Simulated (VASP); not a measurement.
The system is PtS2.

```
Pt S
1.0
     3.49531    0.00000    0.00000
    -1.74766    3.02703    0.00000
     0.00000    0.00000    4.97070
Pt S
1 2
Direct
  0.00000 0.00000 0.00000
  0.66667 0.33333 0.77300
  0.33333 0.66667 0.22700
```

Base run:

* Program: VASP 6.6.1
* Functional: r2SCAN
* Potentials or basis: VASP PAW PBE potentials, release 64 (Pt, S)
* Cutoff: 520 eV
* k mesh: 9 × 9 × 5
* Occupations: fermi-dirac, width 0.05 eV
* Spin: no spin polarisation

Its results: band gap on the k mesh 1.24 eV (least direct gap 1.30 eV); pressure 17.2 GPa; largest force 1.892 eV/Å.

Problem. The run is repeated on the same cell with these changes: functional from r2SCAN to LDA; potentials or basis from VASP PAW PBE potentials, release 64 (Pt, S) to VASP PAW LDA potentials, release 64 (Pt, S). What comes out?

Solution. Band gap on the k mesh 0.95 eV (least direct gap 1.01 eV); pressure 10.9 GPa; largest force 1.467 eV/Å.

Caveats: the cell stands under pressure; spin-orbit coupling is left out, which moves the levels of the heavy elements; an odd mesh through Γ misses points on the zone boundary, where band edges can lie; the PAW data sets were made with another functional, which shifts forces and pressure a little (at least some runs); forces of over 1 eV/Å act on the atoms, so gaps and moduli don't describe the material at rest (at least some runs).
